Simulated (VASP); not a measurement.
# SnS2 (P-3m1) in VASP: notebook

The runs below take SnS2 through single point, with PBE.

All numbers are computed with VASP 6.6.1; they aren't measurements. Logs are shortened: lines on timing, memory, paths and dates and some standing lists are left out, and cuts for length are marked.

## 1. The cell of the first run

Symmetry: P-3m1, No. 164, trigonal system. The conventional cell has a = 3.669 Å, b = 3.669 Å, c = 5.809 Å, α = 90.00°, β = 90.00°, γ = 120.00°. Sn (site symmetry -3m) has 6 S at 2.58 Å within 3.4 Å. S (site symmetry 3m) has 3 Sn at 2.58 Å within 3.4 Å.

## 2. Single point, PBE

INCAR reads:

```
SYSTEM = SnS2
PREC     = Accurate       ! precision mode
ENCUT    = 500            ! plane-wave cutoff, eV
EDIFF    = 1E-6           ! SCF threshold, eV
ISMEAR   = 0              ! smearing method
SIGMA    = 0.01           ! smearing width, eV
LREAL    = .FALSE.        ! projectors in reciprocal space
LASPH    = .TRUE.         ! aspherical terms in the spheres
NELM     = 120            ! most SCF steps
ALGO     = Normal         ! electronic algorithm
ISIF     = 2              ! what is computed and relaxed
LWAVE    = .FALSE.        ! write WAVECAR
LCHARG   = .TRUE.         ! write CHGCAR
GGA      = PE             ! functional
LELF     = .TRUE.         ! ELF
LVHAR    = .TRUE.       
NBANDS   = 20             ! bands
GGA_COMPAT= .FALSE.
```

KPOINTS reads:

```
regular mesh
0
G
  6 6 2
  0 0 0
```

POSCAR reads:

```
SnS2
1.0
    3.6692362793      0.0000000000      0.0000000000
   -1.8346181397      3.1776518304      0.0000000000
    0.0000000000      0.0000000000      5.8088019110
Sn S
1 2
Direct
    0.0000000000      0.0000000000      0.0000000000
    0.3333333333      0.6666666667      0.2545026505
    0.6666666667      0.3333333333      0.7454973495
```

Potentials or basis: VASP PAW PBE potentials, release 64 (Sn_d, S).

On the command line:

```sh
cat potpaw_PBE.64/Sn_d/POTCAR potpaw_PBE.64/S/POTCAR > POTCAR
mpirun -np 1 vasp_std > vasp.out
```

OUTCAR:

```text
SYSTEM = SnS2
   PREC = Accurate
   ENCUT = 500
   EDIFF = 1E-6
   ISMEAR = 0
   LREAL = .FALSE.
   LASPH = .TRUE.
   NELM = 120
   ISIF = 2
   GGA = PE

 ion  position               nearest neighbor table
   1  0.000  0.000  0.000-   2 2.58   3 2.58   3 2.58   2 2.58   3 2.58   2 2.58
   2  0.333  0.667  0.255-   1 2.58   1 2.58   1 2.58
   3  0.667  0.333  0.745-   1 2.58   1 2.58   1 2.58

  LATTYP: Found a hexagonal cell.
 ALAT       =     3.6692362793
 C/A-ratio  =     1.5831092546

  Lattice vectors:

 A1 = (   3.6692362793,   0.0000000000,   0.0000000000)
 A2 = (  -1.8346181397,   3.1776518304,   0.0000000000)
 A3 = (   0.0000000000,   0.0000000000,   5.8088019110)

Analysis of symmetry for initial positions (statically):
=====================================================================
 Subroutine PRICEL returns:
 Original cell was already a primitive cell.

 Routine SETGRP: Setting up the symmetry group for a
 hexagonal supercell.

 Subroutine GETGRP returns: Found 12 space group operations
 (whereof 12 operations were pure point group operations)
 out of a pool of 24 trial point group operations.

The static configuration has the point symmetry D_3d.

Analysis of symmetry for dynamics (positions and initial velocities):
=====================================================================
 Subroutine PRICEL returns:
 Original cell was already a primitive cell.

 Routine SETGRP: Setting up the symmetry group for a
 hexagonal supercell.

 Subroutine GETGRP returns: Found 12 space group operations
 (whereof 12 operations were pure point group operations)
 out of a pool of 24 trial point group operations.

The dynamic configuration has the point symmetry D_3d.

 Subroutine INISYM returns: Found 12 space group operations
 (whereof 12 operations are pure point group operations),
 and found     1 'primitive' translations

----------------------------------------------------------------------------------------

                                     Primitive cell

  volume of cell :      67.7280

  direct lattice vectors                    reciprocal lattice vectors
     3.669236279  0.000000000  0.000000000     0.272536278  0.157348894  0.000000000
    -1.834618140  3.177651830  0.000000000     0.000000000  0.314697787  0.000000000
     0.000000000  0.000000000  5.808801911     0.000000000  0.000000000  0.172152539

  length of vectors
     3.669236279  3.669236279  5.808801911     0.314697787  0.314697787  0.172152539

  position of ions in fractional coordinates (direct lattice)
     0.000000000  0.000000000  0.000000000
     0.333333333  0.666666667  0.254502651
     0.666666667  0.333333333  0.745497349

  ion indices of the primitive-cell ions
   primitive index   ion index
                 1           1
                 2           2
                 3           3

----------------------------------------------------------------------------------------

 KPOINTS: regular mesh

Automatic generation of k-mesh.
 Grid dimensions read from file:
 generate k-points for:    6    6    2

 Generating k-lattice:

  Cartesian coordinates                     Fractional coordinates (reciprocal lattice)
     0.045422713  0.026224816  0.000000000     0.166666667  0.000000000  0.000000000
     0.000000000  0.052449631  0.000000000     0.000000000  0.166666667  0.000000000
     0.000000000  0.000000000  0.086076270     0.000000000  0.000000000  0.500000000

  Length of vectors
     0.052449631  0.052449631  0.086076270

  Shift w.r.t. Gamma in fractional coordinates (k-lattice)
     0.000000000  0.000000000  0.000000000

 Subroutine IBZKPT returns following result:
 ===========================================

 Found     14 irreducible k-points:

 Following reciprocal coordinates:
            Coordinates               Weight
  0.000000  0.000000  0.000000      1.000000
  0.166667  0.000000  0.000000      6.000000
  0.333333  0.000000  0.000000      6.000000
  0.500000  0.000000  0.000000      3.000000
  0.166667  0.166667  0.000000      6.000000
  0.333333  0.166667  0.000000     12.000000
  0.333333  0.333333  0.000000      2.000000
  0.000000  0.000000  0.500000      1.000000
  0.166667  0.000000  0.500000      6.000000
  0.333333  0.000000  0.500000      6.000000
  0.500000  0.000000  0.500000      3.000000
  0.166667  0.166667  0.500000      6.000000
  0.333333  0.166667  0.500000     12.000000
  0.333333  0.333333  0.500000      2.000000
   k-points           NKPTS =     14   k-points in BZ     NKDIM =     14   number of bands    NBANDS=     20
   number of dos      NEDOS =    301   number of ions     NIONS =      3
   total plane-waves  NPLWV =  32928
   dimension x,y,z NGX =    28 NGY =   28 NGZ =   42
   dimension x,y,z NGXF=    56 NGYF=   56 NGZF=   84
   ions per type =               1   2
   NGX,Y,Z   is equivalent  to a cutoff of  12.69, 12.69, 12.02 a.u.
   NGXF,Y,Z  is equivalent  to a cutoff of  25.37, 25.37, 24.04 a.u.
 SYSTEM =  SnS2
   PREC   = accura    normal or accurate (medium, high low for compatibility)
   ISTART =      0    job   : 0-new  1-cont  2-samecut
   ICHARG =      2    charge: 1-file 2-atom 10-const
   ISPIN  =      1    spin polarized calculation?
   LNONCOLLINEAR =      F non collinear calculations
   LSORBIT =      F    spin-orbit coupling
   LASPH  =      T    aspherical Exc in radial PAW
   ENCUT  =  500.0 eV  36.75 Ry    6.06 a.u.   6.69  6.69 10.59*2*pi/ulx,y,z
   NELM   =    120;   NELMIN=  2; NELMDL= -5     # of ELM steps
   EDIFF  = 0.1E-05   stopping-criterion for ELM
   LREAL  =      F    real-space projection
   EDIFFG = 0.1E-04   stopping-criterion for IOM
   NSW    =      0    number of steps for IOM
   IBRION =     -1    ionic relax: 0-MD 1-quasi-New 2-CG
   NFREE  =      0    steps in history (QN), initial steepest desc. (CG)
   ISIF   =      2    stress and relaxation
   ISYM   =      2    0-nonsym 1-usesym 2-fastsym
   POTIM  = 0.5000    time-step for ionic-motion
   TEBEG  =    0.0;   TEEND  =   0.0 temperature during run
   PSTRESS=    0.0 pullay stress
   NELECT =      26.0000    total number of electrons
   NUPDOWN=      -1.0000    fix difference up-down
   EMIN   =  10.00;   EMAX   =-10.00  energy-range for DOS
   EFERMI =   0.00;   METHOD = LEGACY
   ISMEAR =     0;   SIGMA  =   0.01  broadening in eV -4-tet -1-fermi 0-gaus
   EFERMI_NEDOS =   21; number of points for ismear=-14 and -15
   IALGO  =     38    algorithm
   IMIX   =      4    mixing-type and parameters
     AMIX     =   0.40;   BMIX     =  1.00
     AMIX_MAG =   1.60;   BMIX_MAG =  1.00
  volume/ion in A,a.u.               =      22.58       152.35
  Fermi-wavevector in a.u.,A,eV,Ry     =   1.189807  2.248409 19.260953  1.415640
  Thomas-Fermi vector in A             =   2.325906
   LORBIT       =      0    0 simple, 1 ext, 2 COOP (PROOUT), +10 PAW based schemes
   GGA     = PE    functional components
   LHFCALC =     F    Hartree Fock is set to
   AEXX    =    0.0000 exact exchange contribution
   IVDW    =     0    specifies the selected vdW correction
   LEPSILON=     F    determine dielectric tensor
   LRPA    =     F    only Hartree local field effects (RPA)
 non-spin polarized calculation
 Gauss-broadening in eV      SIGMA  =   0.01
  energy-cutoff  :      500.00
  volume of cell :       67.73
 maximum number of plane-waves:      1742
 NGX is ok and might be reduce to    28
   NGX = 13   NGY = 13   NGZ = 21

 number of electron      25.9999997 magnetization

 Free energy of the ion-electron system (eV)
  ---------------------------------------------------
  ext. energy  EPLUGINS =         0.00000000
  ---------------------------------------------------
  free energy    TOTEN  =       -13.15496185 eV

  energy without entropy =      -13.15496185  energy(sigma->0) =      -13.15496185

 E-fermi :   4.9301     XC(G=0):  -9.6592

 val. band max:        4.8238184156   @ k =   0.0000   0.0000   0.0000
 cond. band min:       6.2120839121   @ k =   0.5000   0.0000   0.5000
 fundamental gap:      1.3882654965
 Fermi energy:         4.9301416020

 k-point     1 :       0.0000    0.0000    0.0000
  band No.  band energies     occupation
      1     -16.1974      2.00000
      2     -16.1974      2.00000
      3     -16.1595      2.00000
      4     -16.1329      2.00000
      5     -16.1329      2.00000
      6      -8.9776      2.00000
[... 12 lines left out ...]
     19      14.2986      0.00000
     20      14.2986      0.00000

 k-point     2 :       0.1667    0.0000    0.0000
  band No.  band energies     occupation
      1     -16.2137      2.00000
      2     -16.1836      2.00000
      3     -16.1497      2.00000
      4     -16.1404      2.00000
      5     -16.1309      2.00000
      6      -8.6761      2.00000
[... 12 lines left out ...]
     19      13.6550      0.00000
     20      14.5231      0.00000

 k-point     3 :       0.3333    0.0000    0.0000
  band No.  band energies     occupation
      1     -16.2517      2.00000
      2     -16.1686      2.00000
      3     -16.1616      2.00000
      4     -16.1182      2.00000
      5     -16.1138      2.00000
      6      -7.8563      2.00000
[... 12 lines left out ...]
     19      14.0781      0.00000
     20      15.3798      0.00000

 k-point     4 :       0.5000    0.0000    0.0000
  band No.  band energies     occupation
      1     -16.2716      2.00000
      2     -16.1688      2.00000
      3     -16.1673      2.00000
      4     -16.1047      2.00000
      5     -16.0990      2.00000
      6      -7.1134      2.00000
[... 12 lines left out ...]
     19      15.2115      0.00000
     20      15.9704      0.00000

 k-point     5 :       0.1667    0.1667    0.0000
  band No.  band energies     occupation
      1     -16.2321      2.00000
      2     -16.1802      2.00000
      3     -16.1499      2.00000
      4     -16.1385      2.00000
      5     -16.1146      2.00000
      6      -8.1087      2.00000
[... 12 lines left out ...]
     19      12.3282      0.00000
     20      15.6039      0.00000

 k-point     6 :       0.3333    0.1667    0.0000
  band No.  band energies     occupation
      1     -16.2509      2.00000
      2     -16.1831      2.00000
      3     -16.1562      2.00000
      4     -16.1194      2.00000
      5     -16.1028      2.00000
      6      -7.2058      2.00000
[... 12 lines left out ...]
     19      13.7072      0.00000
     20      15.4191      0.00000

 k-point     7 :       0.3333    0.3333    0.0000
  band No.  band energies     occupation
      1     -16.2192      2.00000
      2     -16.2192      2.00000
      3     -16.1315      2.00000
      4     -16.1315      2.00000
      5     -16.1110      2.00000
      6      -6.5668      2.00000
[... 12 lines left out ...]
     19      13.7079      0.00000
     20      13.7079      0.00000

 k-point     8 :       0.0000    0.0000    0.5000
  band No.  band energies     occupation
      1     -16.1974      2.00000
      2     -16.1974      2.00000
      3     -16.1592      2.00000
      4     -16.1329      2.00000
      5     -16.1329      2.00000
      6      -8.7674      2.00000
[... 12 lines left out ...]
     19      13.6559      0.00000
     20      13.6559      0.00000

 k-point     9 :       0.1667    0.0000    0.5000
  band No.  band energies     occupation
      1     -16.2138      2.00000
      2     -16.1836      2.00000
      3     -16.1495      2.00000
      4     -16.1404      2.00000
      5     -16.1309      2.00000
      6      -8.4703      2.00000
[... 12 lines left out ...]
     19      13.3885      0.00000
     20      14.2756      0.00000

 k-point    10 :       0.3333    0.0000    0.5000
  band No.  band energies     occupation
      1     -16.2520      2.00000
      2     -16.1687      2.00000
      3     -16.1617      2.00000
      4     -16.1179      2.00000
      5     -16.1138      2.00000
      6      -7.6748      2.00000
[... 12 lines left out ...]
     19      14.8566      0.00000
     20      15.3184      0.00000

 k-point    11 :       0.5000    0.0000    0.5000
  band No.  band energies     occupation
      1     -16.2720      2.00000
      2     -16.1690      2.00000
      3     -16.1673      2.00000
      4     -16.1045      2.00000
      5     -16.0989      2.00000
      6      -6.9916      2.00000
[... 12 lines left out ...]
     19      15.4214      0.00000
     20      16.4684      0.00000

 k-point    12 :       0.1667    0.1667    0.5000
  band No.  band energies     occupation
      1     -16.2323      2.00000
      2     -16.1803      2.00000
      3     -16.1500      2.00000
      4     -16.1383      2.00000
      5     -16.1144      2.00000
      6      -7.9166      2.00000
[... 12 lines left out ...]
     19      13.3970      0.00000
     20      14.4765      0.00000

 k-point    13 :       0.3333    0.1667    0.5000
  band No.  band energies     occupation
      1     -16.2512      2.00000
      2     -16.1832      2.00000
      3     -16.1563      2.00000
      4     -16.1193      2.00000
      5     -16.1026      2.00000
      6      -7.0701      2.00000
[... 12 lines left out ...]
     19      13.9602      0.00000
     20      15.0240      0.00000

 k-point    14 :       0.3333    0.3333    0.5000
  band No.  band energies     occupation
      1     -16.2194      2.00000
      2     -16.2194      2.00000
      3     -16.1315      2.00000
      4     -16.1315      2.00000
      5     -16.1108      2.00000
      6      -6.5446      2.00000
[... 12 lines left out ...]
     19      14.4052      0.00000
     20      14.4110      0.00000

------------------------ aborting loop because EDIFF is reached ----------------------------------------

  FORCE on cell =-STRESS in cart. coord.  units (eV):
  Direction    XX          YY          ZZ          XY          YZ          ZX
  --------------------------------------------------------------------------------------
  -------------------------------------------------------------------------------------
  Total        1.0035801      1.0035801      0.9499191     -0.0000000      0.0000000      0.0000000
  in kB       23.7407310     23.7407310     22.4713227     -0.0000000      0.0000000      0.0000000
  external PRESSURE =      23.3175949 kB  Pullay stress =       0.0000000 kB

 VOLUME and BASIS-vectors are now :
 -----------------------------------------------------------------------------
  energy-cutoff  :      500.00
  volume of cell :       67.73
      direct lattice vectors                 reciprocal lattice vectors
     3.669236279  0.000000000  0.000000000     0.272536278  0.157348894  0.000000000
    -1.834618140  3.177651830  0.000000000     0.000000000  0.314697787  0.000000000
     0.000000000  0.000000000  5.808801911     0.000000000  0.000000000  0.172152539

 POSITION                                       TOTAL-FORCE (eV/Angst)
 -----------------------------------------------------------------------------------
      0.00000      0.00000      0.00000        -0.000000      0.000000      0.000000
     -0.00000      2.11843      1.47836        -0.000000     -0.000000     -0.021648
      1.83462      1.05922      4.33045         0.000000      0.000000      0.021648
 -----------------------------------------------------------------------------------
    total drift:                               -0.000000     -0.000000     -0.000000

  FREE ENERGIE OF THE ION-ELECTRON SYSTEM (eV)
  ---------------------------------------------------
  free  energy   TOTEN  =       -13.1549618477 eV

  energy  without entropy=      -13.1549618477  energy(sigma->0) =      -13.15496185
```

Wall time 9.2 s (1 thread of AMD EPYC 9R45 (Zen 5), shared host); peak memory 0.15 GiB.

What came out:

- Free energy: -13.1550 eV
- Pressure: 2.3 GPa
- Largest force: 0.022 eV/Å
- Band gap on the k mesh: 1.39 eV (least direct gap 1.74 eV)

Forces in eV/Å, atoms in the order of the input:
```
Sn   0.000  0.000  0.000
S    0.000  0.000 -0.022
S    0.000  0.000  0.022
```

Caveat: the k points lie up to 0.54 Å⁻¹ apart; spin-orbit coupling is left out, which moves the levels of the heavy elements; this functional lacks dispersion, which binds the layers, so the pressure and a relaxed spacing across them are unreliable.

(Continued in part 2 of 2.)
